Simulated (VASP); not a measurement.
# MgO (P-6m2) in VASP: further runs

MgO is run at these levels: PBEsol; tasks: single point.

Program: VASP 6.6.1. These are calculated values, not measurements. Logs are shortened: lines on timing, memory, paths and dates and some standing lists are left out, and cuts for length are marked.

### 1 The cell of the first run

It takes space group P-6m2 (No. 187, hexagonal). The conventional cell has a = 2.938 Å, b = 2.938 Å, c = 2.680 Å, α = 90.00°, β = 90.00°, γ = 120.00°. Mg (site symmetry -6m2) has 6 O at 2.16 Å and 2 Mg at 2.68 Å within 2.9 Å. Within 2.9 Å of O (site symmetry -6m2) lie 6 Mg at 2.16 Å and 2 O at 2.68 Å.

### 2 Single point, PBEsol

Input file INCAR:

```
ALGO     = Normal         # electronic algorithm
EDIFF    = 1E-6           # SCF threshold, eV
ENCUT    = 520            # plane-wave cutoff, eV
GGA      = PS             # functional
ISIF     = 2              # what is computed and relaxed
ISMEAR   = 0              # smearing method
LASPH    = True           # aspherical terms in the spheres
LCHARG   = True           # write CHGCAR
LELF     = True           # ELF
LREAL    = False          # projectors in reciprocal space
LVHAR    = True         
LWAVE    = False          # write WAVECAR
NBANDS   = 11             # bands
NELM     = 100            # most SCF steps
PREC     = Accurate       # precision mode
SIGMA    = 0.01           # smearing width, eV
```

Input file KPOINTS:

```
k-points
0
Gamma
  12 12 8
```

Input file POSCAR:

```
MgO
1.0
    2.9380200000      0.0000000000      0.0000000000
   -1.4690100000      2.5444000000      0.0000000000
    0.0000000000      0.0000000000      2.6796800000
Mg O
1 1
Direct
    0.0000000000      0.0000000000      0.0000000000
    0.3333333333      0.6666666667      0.5000000000
```

Potentials or basis: VASP PAW PBE potentials, release 64 (Mg, O).

Started as:

```
> cat potpaw_PBE.64/Mg/POTCAR potpaw_PBE.64/O/POTCAR > POTCAR
> mpirun -np 1 vasp_std > vasp.out
```

OUTCAR:

```text
EDIFF = 1E-6
   ENCUT = 520
   GGA = PS
   ISIF = 2
   ISMEAR = 0
   LASPH = True
   LREAL = False
   NELM = 100
   PREC = Accurate

 ion  position               nearest neighbor table
   1  0.000  0.000  0.000-   2 2.16   2 2.16   2 2.16   2 2.16   2 2.16   2 2.16
   2  0.333  0.667  0.500-   1 2.16   1 2.16   1 2.16   1 2.16   1 2.16   1 2.16

  LATTYP: Found a hexagonal cell.
 ALAT       =     2.9380200000
 C/A-ratio  =     0.9120700336

  Lattice vectors:

 A1 = (   2.9380200000,   0.0000000000,   0.0000000000)
 A2 = (  -1.4690100000,   2.5444000000,   0.0000000000)
 A3 = (   0.0000000000,   0.0000000000,   2.6796800000)

Analysis of symmetry for initial positions (statically):
=====================================================================
 Subroutine PRICEL returns:
 Original cell was already a primitive cell.

 Routine SETGRP: Setting up the symmetry group for a
 hexagonal supercell.

 Subroutine GETGRP returns: Found 12 space group operations
 (whereof 12 operations were pure point group operations)
 out of a pool of 24 trial point group operations.

The static configuration has the point symmetry D_3h.

Analysis of symmetry for dynamics (positions and initial velocities):
=====================================================================
 Subroutine PRICEL returns:
 Original cell was already a primitive cell.

 Routine SETGRP: Setting up the symmetry group for a
 hexagonal supercell.

 Subroutine GETGRP returns: Found 12 space group operations
 (whereof 12 operations were pure point group operations)
 out of a pool of 24 trial point group operations.

The dynamic configuration has the point symmetry D_3h.

 Subroutine INISYM returns: Found 12 space group operations
 (whereof 12 operations are pure point group operations),
 and found     1 'primitive' translations

----------------------------------------------------------------------------------------

                                     Primitive cell

  volume of cell :      20.0319

  direct lattice vectors                    reciprocal lattice vectors
     2.938020000  0.000000000  0.000000000     0.340365280  0.196509983  0.000000000
    -1.469010000  2.544400000  0.000000000     0.000000000  0.393019965  0.000000000
     0.000000000  0.000000000  2.679680000     0.000000000  0.000000000  0.373178887

  length of vectors
     2.938020000  2.938020037  2.679680000     0.393019970  0.393019965  0.373178887

  position of ions in fractional coordinates (direct lattice)
     0.000000000  0.000000000  0.000000000
     0.333333333  0.666666667  0.500000000

  ion indices of the primitive-cell ions
   primitive index   ion index
                 1           1
                 2           2

----------------------------------------------------------------------------------------

 KPOINTS: k-points

Automatic generation of k-mesh.
 Grid dimensions read from file:
 generate k-points for:   12   12    8

 Generating k-lattice:

  Cartesian coordinates                     Fractional coordinates (reciprocal lattice)
     0.028363773  0.016375832  0.000000000     0.083333333  0.000000000  0.000000000
     0.000000000  0.032751664  0.000000000     0.000000000  0.083333333  0.000000000
     0.000000000  0.000000000  0.046647361     0.000000000  0.000000000  0.125000000

  Length of vectors
     0.032751664  0.032751664  0.046647361

  Shift w.r.t. Gamma in fractional coordinates (k-lattice)
     0.000000000  0.000000000  0.000000000

 Subroutine IBZKPT returns following result:
 ===========================================

 Found     95 irreducible k-points:

 Following reciprocal coordinates:
            Coordinates               Weight
  0.000000  0.000000  0.000000      1.000000
  0.083333 -0.000000  0.000000      6.000000
  0.166667 -0.000000  0.000000      6.000000
  0.250000 -0.000000  0.000000      6.000000
  0.333333  0.000000  0.000000      6.000000
  0.416667  0.000000  0.000000      6.000000
[... 16 lines left out ...]
  0.250000 -0.000000  0.125000     12.000000
  0.333333  0.000000  0.125000     12.000000
 [... further k-points ...]
   k-points           NKPTS =     95   k-points in BZ     NKDIM =     95   number of bands    NBANDS=     11
   number of dos      NEDOS =    301   number of ions     NIONS =      2
   total plane-waves  NPLWV =  11520
   dimension x,y,z NGX =    24 NGY =   24 NGZ =   20
   dimension x,y,z NGXF=    48 NGYF=   48 NGZF=   40
   ions per type =               1   1
   NGX,Y,Z   is equivalent  to a cutoff of  13.58, 13.58, 12.41 a.u.
   NGXF,Y,Z  is equivalent  to a cutoff of  27.16, 27.16, 24.82 a.u.
 SYSTEM =  unknown system
   PREC   = accura    normal or accurate (medium, high low for compatibility)
   ISTART =      0    job   : 0-new  1-cont  2-samecut
   ICHARG =      2    charge: 1-file 2-atom 10-const
   ISPIN  =      1    spin polarized calculation?
   LNONCOLLINEAR =      F non collinear calculations
   LSORBIT =      F    spin-orbit coupling
   LASPH  =      T    aspherical Exc in radial PAW
   ENCUT  =  520.0 eV  38.22 Ry    6.18 a.u.   5.46  5.46  4.98*2*pi/ulx,y,z
   NELM   =    100;   NELMIN=  2; NELMDL= -5     # of ELM steps
   EDIFF  = 0.1E-05   stopping-criterion for ELM
   LREAL  =      F    real-space projection
   EDIFFG = 0.1E-04   stopping-criterion for IOM
   NSW    =      0    number of steps for IOM
   IBRION =     -1    ionic relax: 0-MD 1-quasi-New 2-CG
   NFREE  =      0    steps in history (QN), initial steepest desc. (CG)
   ISIF   =      2    stress and relaxation
   ISYM   =      2    0-nonsym 1-usesym 2-fastsym
   POTIM  = 0.5000    time-step for ionic-motion
   TEBEG  =    0.0;   TEEND  =   0.0 temperature during run
   PSTRESS=    0.0 pullay stress
   NELECT =       8.0000    total number of electrons
   NUPDOWN=      -1.0000    fix difference up-down
   EMIN   =  10.00;   EMAX   =-10.00  energy-range for DOS
   EFERMI =   0.00;   METHOD = LEGACY
   ISMEAR =     0;   SIGMA  =   0.01  broadening in eV -4-tet -1-fermi 0-gaus
   EFERMI_NEDOS =   21; number of points for ismear=-14 and -15
   IALGO  =     38    algorithm
   IMIX   =      4    mixing-type and parameters
     AMIX     =   0.40;   BMIX     =  1.00
     AMIX_MAG =   1.60;   BMIX_MAG =  1.00
  volume/ion in A,a.u.               =      10.02        67.59
  Fermi-wavevector in a.u.,A,eV,Ry     =   1.205583  2.278222 19.775123  1.453431
  Thomas-Fermi vector in A             =   2.341275
   LORBIT       =      0    0 simple, 1 ext, 2 COOP (PROOUT), +10 PAW based schemes
   GGA     = PS    functional components
   LHFCALC =     F    Hartree Fock is set to
   AEXX    =    0.0000 exact exchange contribution
   IVDW    =     0    specifies the selected vdW correction
   LEPSILON=     F    determine dielectric tensor
   LRPA    =     F    only Hartree local field effects (RPA)
 non-spin polarized calculation
 Gauss-broadening in eV      SIGMA  =   0.01
  energy-cutoff  :      520.00
  volume of cell :       20.03
 maximum number of plane-waves:       562
 NGX is ok and might be reduce to    24
   NGX = 11   NGY = 11   NGZ =  9

 number of electron       7.9999996 magnetization

 Free energy of the ion-electron system (eV)
  ---------------------------------------------------
  ext. energy  EPLUGINS =         0.00000000
  ---------------------------------------------------
  free energy    TOTEN  =       -11.81647990 eV

  energy without entropy =      -11.81647990  energy(sigma->0) =      -11.81647990

 E-fermi :   3.3225     XC(G=0): -10.9545

 val. band max:        3.1842543532   @ k =   0.3333   0.3333   0.0000
 cond. band min:       6.1046463411   @ k =   0.0000   0.0000   0.0000
 fundamental gap:      2.9203919878
 Fermi energy:         3.3225080627

 k-point     1 :       0.0000    0.0000    0.0000
  band No.  band energies     occupation
      1     -14.1884      2.00000
      2       2.5766      2.00000
      3       2.5766      2.00000
      4       2.7782      2.00000
      5       6.1046      0.00000
      6      14.8768      0.00000
      7      18.6322      0.00000
      8      18.6322      0.00000
      9      22.8346      0.00000
     10      23.9425      0.00000
     11      25.5601      0.00000

 k-point     2 :       0.0833   -0.0000    0.0000
  band No.  band energies     occupation
      1     -14.1263      2.00000
      2       2.0834      2.00000
      3       2.5235      2.00000
      4       2.8008      2.00000
      5       6.5717      0.00000
      6      14.9004      0.00000
      7      17.8692      0.00000
      8      18.8144      0.00000
      9      23.7783      0.00000
     10      23.8228      0.00000
     11      25.6495      0.00000

 k-point     3 :       0.1667   -0.0000    0.0000
  band No.  band energies     occupation
      1     -13.9513      2.00000
      2       1.0655      2.00000
      3       2.3823      2.00000
      4       2.8633      2.00000
      5       7.5156      0.00000
      6      14.6993      0.00000
      7      16.9951      0.00000
      8      19.2978      0.00000
      9      23.4819      0.00000
     10      24.1320      0.00000
     11      26.0640      0.00000

 k-point     4 :       0.2500   -0.0000    0.0000
  band No.  band energies     occupation
      1     -13.6981      2.00000
      2      -0.0072      2.00000
      3       2.1983      2.00000
      4       2.9510      2.00000
      5       8.4692      0.00000
      6      14.0546      0.00000
      7      16.8349      0.00000
      8      19.9103      0.00000
      9      22.9868      0.00000
     10      23.8630      0.00000
     11      26.8552      0.00000
[... 239 lines left out ...]
 k-point    22 :       0.1667   -0.0000    0.1250
  band No.  band energies     occupation
      1     -13.8205      2.00000
      2       1.0675      2.00000
      3       2.0482      2.00000
      4       2.4526      2.00000
      5       8.1501      0.00000
      6      14.7972      0.00000
      7      17.2958      0.00000
      8      19.4295      0.00000
      9      21.8445      0.00000
     10      24.9608      0.00000
     11      25.5735      0.00000

 k-point    23 :       0.2500   -0.0000    0.1250
  band No.  band energies     occupation
      1     -13.5761      2.00000
      2       0.1069      2.00000
      3       2.1446      2.00000
      4       2.2678      2.00000
      5       8.9617      0.00000
      6      14.1652      0.00000
      7      17.2054      0.00000
      8      19.9278      0.00000
      9      20.7670      0.00000
     10      25.4643      0.00000
     11      26.2268      0.00000

 k-point    24 :       0.3333    0.0000    0.1250
  band No.  band energies     occupation
      1     -13.3138      2.00000
      2      -0.7629      2.00000
      3       2.0921      2.00000
      4       2.2934      2.00000
      5       9.5503      0.00000
      6      13.6216      0.00000
      7      17.2068      0.00000
      8      20.1888      0.00000
      9      20.2977      0.00000
     10      26.2598      0.00000
     11      26.7561      0.00000

 [... further k-points ...]
[... 5 lines left out ...]
  --------------------------------------------------------------------------------------
  -------------------------------------------------------------------------------------
  Total       -0.5317057     -0.5317057     -0.5653327      0.0000000      0.0000000      0.0000000
  in kB      -42.5264171    -42.5264185    -45.2159441      0.0000000      0.0000000      0.0000000
  external PRESSURE =     -43.4229266 kB  Pullay stress =       0.0000000 kB

 VOLUME and BASIS-vectors are now :
 -----------------------------------------------------------------------------
  energy-cutoff  :      520.00
  volume of cell :       20.03
      direct lattice vectors                 reciprocal lattice vectors
     2.938020000  0.000000000  0.000000000     0.340365280  0.196509983  0.000000000
    -1.469010000  2.544400000  0.000000000     0.000000000  0.393019965  0.000000000
     0.000000000  0.000000000  2.679680000     0.000000000  0.000000000  0.373178887

 POSITION                                       TOTAL-FORCE (eV/Angst)
 -----------------------------------------------------------------------------------
      0.00000      0.00000      0.00000         0.000000      0.000000      0.000000
     -0.00000      1.69627      1.33984        -0.000000      0.000000      0.000000
 -----------------------------------------------------------------------------------
    total drift:                                0.000000     -0.000001     -0.000000

  FREE ENERGIE OF THE ION-ELECTRON SYSTEM (eV)
  ---------------------------------------------------
  free  energy   TOTEN  =       -11.8164799010 eV

  energy  without entropy=      -11.8164799010  energy(sigma->0) =      -11.81647990
```

It took 16 s on 1 thread of AMD EPYC 7R13 (Zen 3), shared host; peak memory 0.12 GiB.

Results:

```yaml
Free_energy: -11.8165 eV
Pressure: -4.3 GPa
Band_gap_on_the_k_mesh: 2.92 eV, indirect (least direct gap 3.33 eV)
```

Levels at points of the mesh, in eV from the valence-band top:
```tsv
k point	band 1	band 2	band 3	band 4	band 5	band 6	band 7	band 8
(0.00, 0.00, 0.00)	-17.37	-0.61	-0.61	-0.41	2.92	11.69	15.45	15.45
(0.50, 0.00, 0.00)	-16.32	-4.94	-1.33	-0.05	6.46	10.47	12.94	17.70
(0.00, 0.00, 0.50)	-16.28	-5.41	-0.09	-0.09	8.16	8.93	17.43	17.43
(0.50, 0.00, 0.50)	-15.54	-3.75	-3.39	-0.83	5.69	11.27	13.90	14.72
```

Caveat: the PAW data sets were made with another functional, which shifts forces and pressure a little. A k mesh can miss the band edges.

### 3 Single point, PBEsol

This run uses another cell than the first one, of 10.62 Å³/atom, 1.060 times its volume.

Input file INCAR:

```
PREC = Accurate
ENCUT = 520
EDIFF = 1E-6
ISMEAR = 0
SIGMA = 0.01
LREAL = F
LASPH = T
NELM = 60
ALGO = Normal
ISIF = 2
LWAVE = F
LCHARG = F
GGA = PS
NBANDS = 11
```

Input file KPOINTS:

```
Automatic mesh
0
Gamma
  12 12 8
```

Input file POSCAR:

```
MgO
1.0
    2.9956428645      0.0000000000      0.0000000000
   -1.4978214323      2.5943028654      0.0000000000
    0.0000000000      0.0000000000      2.7322360880
Mg O
1 1
Direct
    0.0000000000      0.0000000000      0.0000000000
    0.3333333333      0.6666666667      0.5000000000
```

Potentials or basis: VASP PAW PBE potentials, release 64 (Mg, O).

Started as:

```
> cat potpaw_PBE.64/Mg/POTCAR potpaw_PBE.64/O/POTCAR > POTCAR
> mpirun -np 1 vasp_std > vasp.out
```

Run time: 15 s. Hardware: 1 thread of AMD EPYC 7R13 (Zen 3), shared host; peak memory 0.11 GiB.

It converged, with:

```
Free energy            : -11.7587 eV
Pressure               : -11.1 GPa
Band gap on the k mesh : 2.51 eV, indirect (least direct gap 2.90 eV)
```

Stress tensor (GPa, compression positive):
```
-10.38   0.00   0.00
  0.00 -10.38   0.00
  0.00   0.00 -12.40
```

Levels at points of the mesh, in eV from the valence-band top:
```
           k point  band 1  band 2  band 3  band 4  band 5  band 6  band 7  band 8
(0.00, 0.00, 0.00)  -17.08   -0.56   -0.56   -0.39    2.51   11.50   14.97   14.97
(0.50, 0.00, 0.00)  -16.14   -4.67   -1.25   -0.05    6.19    9.83   12.55   16.90
(0.00, 0.00, 0.50)  -16.10   -5.13   -0.08   -0.08    7.67    8.46   17.00   17.00
(0.50, 0.00, 0.50)  -15.44   -3.54   -3.18   -0.77    5.52   10.88   13.13   14.10
```

Caveat: the PAW data sets were made with another functional, which shifts forces and pressure a little. A k mesh can miss the band edges.
